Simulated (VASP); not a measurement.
# Ge (Cmcm) in VASP: further runs

Runs on Ge. Level: PBE. Tasks: single point.

Program: VASP 6.6.1. These are calculated values, not measurements. Logs are shortened: lines on timing, memory, paths and dates and some standing lists are left out, and cuts for length are marked.

**1. The cell of the first run**

The structure is orthorhombic, space group Cmcm (No. 63). The conventional cell has a = 2.976 Å, b = 5.189 Å, c = 4.728 Å, α = 90.00°, β = 90.00°, γ = 90.00°. Ge (site symmetry m2m) has 12 Ge at 2.92 to 2.99 Å within 3.9 Å.

This isn't the form of Ge at room conditions, which is diamond.

**2. Single point, PBE**

Contents of INCAR:

```
SYSTEM = Ge
PREC = Accurate
ENCUT = 520
EDIFF = 1E-6
ISMEAR = 0
SIGMA = 0.017
LREAL = .FALSE.
LASPH = .TRUE.
NELM = 100
ALGO = Normal
ISIF = 2
LWAVE = .FALSE.
LCHARG = .FALSE.
GGA = PE
NBANDS = 21
```

Contents of KPOINTS:

```
Automatic mesh
0
G
  10 10 6
  0 0 0
```

Contents of POSCAR:

```
Ge
1.0
    1.4880529250     -2.5946896100      0.0000000000
    1.4880529250      2.5946896100      0.0000000000
    0.0000000000      0.0000000000      4.7275957900
Ge
2
Direct
    0.3334466300      0.6665533700      0.2500000000
    0.6665533700      0.3334466300      0.7500000000
```

Potentials or basis: VASP PAW PBE potentials, release 64 (Ge_d).

Started as:

```sh
$ cat potpaw_PBE.64/Ge_d/POTCAR > POTCAR
$ mpirun -np 1 vasp_std > vasp.out
```

OUTCAR:

```text
SYSTEM = Ge
   PREC = Accurate
   ENCUT = 520
   EDIFF = 1E-6
   ISMEAR = 0
   LREAL = .FALSE.
   LASPH = .TRUE.
   NELM = 100
   ISIF = 2
   GGA = PE

 ion  position               nearest neighbor table
   1  0.333  0.667  0.250-
   2  0.667  0.333  0.750-

  LATTYP: Found a base centered orthorhombic cell.
 ALAT       =     2.9761058500
 B/A-ratio  =     1.7436809984
 C/A-ratio  =     1.5885173540

  Lattice vectors:

 A1 = (   1.4880529250,  -2.5946896100,   0.0000000000)
 A2 = (   1.4880529250,   2.5946896100,   0.0000000000)
 A3 = (   0.0000000000,   0.0000000000,   4.7275957900)

Analysis of symmetry for initial positions (statically):
=====================================================================
 Subroutine PRICEL returns:
 Original cell was already a primitive cell.

 Routine SETGRP: Setting up the symmetry group for a
 base centered orthorhombic supercell.

 Subroutine GETGRP returns: Found  8 space group operations
 (whereof  4 operations were pure point group operations)
 out of a pool of  8 trial point group operations.

The static configuration has the point symmetry C_2h.
 The point group associated with its full space group is D_2h.

Analysis of symmetry for dynamics (positions and initial velocities):
=====================================================================
 Subroutine PRICEL returns:
 Original cell was already a primitive cell.

 Routine SETGRP: Setting up the symmetry group for a
 base centered orthorhombic supercell.

 Subroutine GETGRP returns: Found  8 space group operations
 (whereof  4 operations were pure point group operations)
 out of a pool of  8 trial point group operations.

The dynamic configuration has the point symmetry C_2h.
 The point group associated with its full space group is D_2h.

 Subroutine INISYM returns: Found  8 space group operations
 (whereof  4 operations are pure point group operations),
 and found     1 'primitive' translations

----------------------------------------------------------------------------------------

                                     Primitive cell

  volume of cell :      36.5068

  direct lattice vectors                    reciprocal lattice vectors
     1.488052925 -2.594689610  0.000000000     0.336009554 -0.192701277  0.000000000
     1.488052925  2.594689610  0.000000000     0.336009554  0.192701277  0.000000000
     0.000000000  0.000000000  4.727595790     0.000000000  0.000000000  0.211524006

  length of vectors
     2.991106096  2.991106096  4.727595790     0.387345069  0.387345069  0.211524006

  position of ions in fractional coordinates (direct lattice)
     0.333446630  0.666553370  0.250000000
     0.666553370  0.333446630  0.750000000

  ion indices of the primitive-cell ions
   primitive index   ion index
                 1           1
                 2           2

----------------------------------------------------------------------------------------

 KPOINTS: Automatic mesh

Automatic generation of k-mesh.
 Grid dimensions read from file:
 generate k-points for:   10   10    6

 Generating k-lattice:

  Cartesian coordinates                     Fractional coordinates (reciprocal lattice)
     0.033600955 -0.019270128  0.000000000     0.100000000 -0.000000000  0.000000000
     0.033600955  0.019270128  0.000000000    -0.000000000  0.100000000  0.000000000
     0.000000000  0.000000000  0.035254001     0.000000000  0.000000000  0.166666667

  Length of vectors
     0.038734507  0.038734507  0.035254001

  Shift w.r.t. Gamma in fractional coordinates (k-lattice)
     0.000000000  0.000000000  0.000000000

 Subroutine IBZKPT returns following result:
 ===========================================

 Found    124 irreducible k-points:

 Following reciprocal coordinates:
            Coordinates               Weight
  0.000000  0.000000  0.000000      1.000000
  0.100000  0.000000  0.000000      4.000000
  0.200000  0.000000  0.000000      4.000000
  0.300000 -0.000000  0.000000      4.000000
  0.400000 -0.000000  0.000000      4.000000
  0.500000 -0.000000  0.000000      2.000000
[... 16 lines left out ...]
  0.300000  0.300000  0.000000      2.000000
  0.400000  0.300000  0.000000      4.000000
 [... further k-points ...]
   k-points           NKPTS =    124   k-points in BZ     NKDIM =    124   number of bands    NBANDS=     21
   number of dos      NEDOS =    301   number of ions     NIONS =      2
   total plane-waves  NPLWV =  20736
   dimension x,y,z NGX =    24 NGY =   24 NGZ =   36
   dimension x,y,z NGXF=    48 NGYF=   48 NGZF=   72
   ions per type =               2
   NGX,Y,Z   is equivalent  to a cutoff of  13.34, 13.34, 12.66 a.u.
   NGXF,Y,Z  is equivalent  to a cutoff of  26.68, 26.68, 25.32 a.u.
 SYSTEM =  Ge
   PREC   = accura    normal or accurate (medium, high low for compatibility)
   ISTART =      0    job   : 0-new  1-cont  2-samecut
   ICHARG =      2    charge: 1-file 2-atom 10-const
   ISPIN  =      1    spin polarized calculation?
   LNONCOLLINEAR =      F non collinear calculations
   LSORBIT =      F    spin-orbit coupling
   LASPH  =      T    aspherical Exc in radial PAW
   ENCUT  =  520.0 eV  38.22 Ry    6.18 a.u.   5.56  5.56  8.79*2*pi/ulx,y,z
   NELM   =    100;   NELMIN=  2; NELMDL= -5     # of ELM steps
   EDIFF  = 0.1E-05   stopping-criterion for ELM
   LREAL  =      F    real-space projection
   EDIFFG = 0.1E-04   stopping-criterion for IOM
   NSW    =      0    number of steps for IOM
   IBRION =     -1    ionic relax: 0-MD 1-quasi-New 2-CG
   NFREE  =      0    steps in history (QN), initial steepest desc. (CG)
   ISIF   =      2    stress and relaxation
   ISYM   =      2    0-nonsym 1-usesym 2-fastsym
   POTIM  = 0.5000    time-step for ionic-motion
   TEBEG  =    0.0;   TEEND  =   0.0 temperature during run
   PSTRESS=    0.0 pullay stress
   NELECT =      28.0000    total number of electrons
   NUPDOWN=      -1.0000    fix difference up-down
   EMIN   =  10.00;   EMAX   =-10.00  energy-range for DOS
   EFERMI =   0.00;   METHOD = LEGACY
   ISMEAR =     0;   SIGMA  =   0.02  broadening in eV -4-tet -1-fermi 0-gaus
   EFERMI_NEDOS =   21; number of points for ismear=-14 and -15
   IALGO  =     38    algorithm
   IMIX   =      4    mixing-type and parameters
     AMIX     =   0.40;   BMIX     =  1.00
     AMIX_MAG =   1.60;   BMIX_MAG =  1.00
  volume/ion in A,a.u.               =      18.25       123.18
  Fermi-wavevector in a.u.,A,eV,Ry     =   1.498544  2.831837 30.553703  2.245634
  Thomas-Fermi vector in A             =   2.610289
   LORBIT       =      0    0 simple, 1 ext, 2 COOP (PROOUT), +10 PAW based schemes
   GGA     = PE    functional components
   LHFCALC =     F    Hartree Fock is set to
   AEXX    =    0.0000 exact exchange contribution
   IVDW    =     0    specifies the selected vdW correction
   LEPSILON=     F    determine dielectric tensor
   LRPA    =     F    only Hartree local field effects (RPA)
 non-spin polarized calculation
 Gauss-broadening in eV      SIGMA  =   0.02
  energy-cutoff  :      520.00
  volume of cell :       36.51
 maximum number of plane-waves:      1014
 NGX is ok and might be reduce to    24
   NGX = 11   NGY = 11   NGZ = 17

 number of electron      28.0000012 magnetization

 Free energy of the ion-electron system (eV)
  ---------------------------------------------------
  ext. energy  EPLUGINS =         0.00000000
  ---------------------------------------------------
  free energy    TOTEN  =        -8.36037880 eV

  energy without entropy =       -8.36013379  energy(sigma->0) =       -8.36025630

 E-fermi :   7.0483     XC(G=0): -11.4668

 val. band max:        7.0321011910   @ k =   0.5000   0.3000   0.1667
 cond. band min:       7.0615689742   @ k =   0.3000   0.2000   0.5000
 fundamental gap:      0.0294677832
 Fermi energy:         7.0482587832

 k-point     1 :       0.0000    0.0000    0.0000
  band No.  band energies     occupation
      1     -17.5983      2.00000
      2     -17.5878      2.00000
      3     -17.5859      2.00000
      4     -17.5841      2.00000
      5     -17.5785      2.00000
      6     -17.5754      2.00000
[... 13 lines left out ...]
     20      19.9842      0.00000
     21      21.2431      0.00000

 k-point     2 :       0.1000    0.0000    0.0000
  band No.  band energies     occupation
      1     -17.6004      2.00000
      2     -17.5916      2.00000
      3     -17.5784      2.00000
      4     -17.5746      2.00000
      5     -17.5719      2.00000
      6     -17.5694      2.00000
[... 13 lines left out ...]
     20      20.1452      0.00000
     21      21.3520      0.00000

 k-point     3 :       0.2000    0.0000    0.0000
  band No.  band energies     occupation
      1     -17.6155      2.00000
      2     -17.5856      2.00000
      3     -17.5802      2.00000
      4     -17.5779      2.00000
      5     -17.5688      2.00000
      6     -17.5560      2.00000
[... 13 lines left out ...]
     20      20.0136      0.00000
     21      21.2083      0.00000

 k-point     4 :       0.3000   -0.0000    0.0000
  band No.  band energies     occupation
      1     -17.6323      2.00000
      2     -17.5955      2.00000
      3     -17.5877      2.00000
      4     -17.5856      2.00000
      5     -17.5560      2.00000
      6     -17.5286      2.00000
[... 13 lines left out ...]
     20      19.0574      0.00000
     21      20.5231      0.00000

 k-point     5 :       0.4000   -0.0000    0.0000
  band No.  band energies     occupation
      1     -17.6450      2.00000
      2     -17.6093      2.00000
      3     -17.5951      2.00000
      4     -17.5887      2.00000
      5     -17.5434      2.00000
      6     -17.5362      2.00000
[... 13 lines left out ...]
     20      18.5029      0.00000
     21      20.0383      0.00000
[... 382 lines left out ...]
     20      17.9250      0.00000
     21      20.7830      0.00000

 k-point    22 :      -0.2000    0.2000    0.0000
  band No.  band energies     occupation
      1     -17.6182      2.00000
      2     -17.5860      2.00000
      3     -17.5801      2.00000
      4     -17.5772      2.00000
      5     -17.5709      2.00000
      6     -17.5545      2.00000
[... 13 lines left out ...]
     20      20.0220      0.00000
     21      21.3279      0.00000

 k-point    23 :       0.3000    0.3000    0.0000
  band No.  band energies     occupation
      1     -17.6325      2.00000
      2     -17.5827      2.00000
      3     -17.5796      2.00000
      4     -17.5716      2.00000
      5     -17.5545      2.00000
      6     -17.5413      2.00000
[... 13 lines left out ...]
     20      22.6231      0.00000
     21      23.1827      0.00000

 k-point    24 :       0.4000    0.3000    0.0000
  band No.  band energies     occupation
      1     -17.6322      2.00000
      2     -17.5825      2.00000
      3     -17.5788      2.00000
      4     -17.5705      2.00000
      5     -17.5552      2.00000
      6     -17.5427      2.00000
[... 13 lines left out ...]
     20      22.7550      0.00000
     21      23.3495      0.00000

 [... further k-points ...]

------------------------ aborting loop because EDIFF is reached ----------------------------------------

  FORCE on cell =-STRESS in cart. coord.  units (eV):
  Direction    XX          YY          ZZ          XY          YZ          ZX
  --------------------------------------------------------------------------------------
  -------------------------------------------------------------------------------------
  Total        0.7219014      1.0060617      1.2487937      0.0000000      0.0000000      0.0000000
  in kB       31.6821290     44.1530870     54.8058791      0.0000000      0.0000000      0.0000000
  external PRESSURE =      43.5470317 kB  Pullay stress =       0.0000000 kB

 VOLUME and BASIS-vectors are now :
 -----------------------------------------------------------------------------
  energy-cutoff  :      520.00
  volume of cell :       36.51
      direct lattice vectors                 reciprocal lattice vectors
     1.488052925 -2.594689610  0.000000000     0.336009554 -0.192701277  0.000000000
     1.488052925  2.594689610  0.000000000     0.336009554  0.192701277  0.000000000
     0.000000000  0.000000000  4.727595790     0.000000000  0.000000000  0.211524006

 POSITION                                       TOTAL-FORCE (eV/Angst)
 -----------------------------------------------------------------------------------
      1.48805      0.86431      1.18190         0.000000      0.014638      0.000000
      1.48805     -0.86431      3.54570         0.000000     -0.014638     -0.000000
 -----------------------------------------------------------------------------------
    total drift:                                0.000000     -0.000000      0.000000

  FREE ENERGIE OF THE ION-ELECTRON SYSTEM (eV)
  ---------------------------------------------------
  free  energy   TOTEN  =        -8.3603787959 eV

  energy  without entropy=       -8.3601337950  energy(sigma->0) =       -8.36025630
```

Wall time 2 min (1 thread of AMD EPYC 7R13, shared host); peak memory 0.17 GiB.

What came out:

- Free energy: -8.3604 eV
- Pressure: 4.4 GPa
- Largest force: 0.015 eV/Å
- Band gap on the k mesh: zero (bands 14 and 15 overlap by 8.97 eV)

Forces in eV/Å, atoms in the order of the input:
```
Ge   0.000  0.015  0.000
Ge   0.000 -0.015  0.000
```

Caveat: the cell stands under pressure.

**3. Single point, PBE**

Contents of INCAR:

```
PREC = Accurate ; ENCUT = 520
EDIFF = 1E-6 ; ISMEAR = 0
SIGMA = 0.019000000000000003 ; LREAL = False
LASPH = True ; NELM = 80
ALGO = Normal ; ISIF = 2
LWAVE = False ; LCHARG = False
GGA = PE ; NBANDS = 21
```

Contents of KPOINTS:

```
regular mesh
0
Gamma
  10 10 6
```

POSCAR is that of step 2.

Potentials or basis: VASP PAW PBE potentials, release 64 (Ge_d).

Started as:

```sh
$ cat potpaw_PBE.64/Ge_d/POTCAR > POTCAR
$ mpirun -np 1 vasp_std > vasp.out
```

It took 2 min on 1 thread of AMD EPYC 7R13, shared host; peak memory 0.17 GiB.

It converged, with:

- Free energy: -8.3604 eV
- Pressure: 4.4 GPa
- Largest force: 0.014 eV/Å
- Band gap on the k mesh: zero (bands 14 and 15 overlap by 8.97 eV)

Forces in eV/Å, atoms in the order of the input:
```
Ge   0.000  0.014  0.000
Ge   0.000 -0.014  0.000
```

Stress tensor (GPa, compression positive):
```
3.17 0.00 0.00
0.00 4.40 0.00
0.00 0.00 5.49
```

Levels at points of the mesh, in eV from the Fermi level:
```
           k point  band 11  band 12  band 13  band 14  band 15  band 16  band 17  band 18
(0.00, 0.00, 0.00)   -13.35    -7.46    -5.52     6.63     6.74     8.71     8.83    10.14
(0.50, 0.00, 0.00)    -8.42    -7.09    -2.25    -1.24    -0.87     1.45     2.46     6.45
(0.50, 0.50, 0.00)    -8.49    -7.13    -2.29    -1.27    -0.93     1.42     2.61     6.59
(0.00, 0.00, 0.50)   -11.68   -11.68     1.90     1.90     7.77     7.77     7.88     7.88
(0.50, 0.00, 0.50)    -6.97    -6.97    -4.91    -4.91     4.12     4.12     5.09     5.09
(0.50, 0.50, 0.50)    -7.05    -7.05    -4.94    -4.94     4.28     4.28     5.11     5.11
```

Caveat: the cell stands under pressure.

The gap in the log of VASP goes by the Fermi energy; the results here count the filled bands.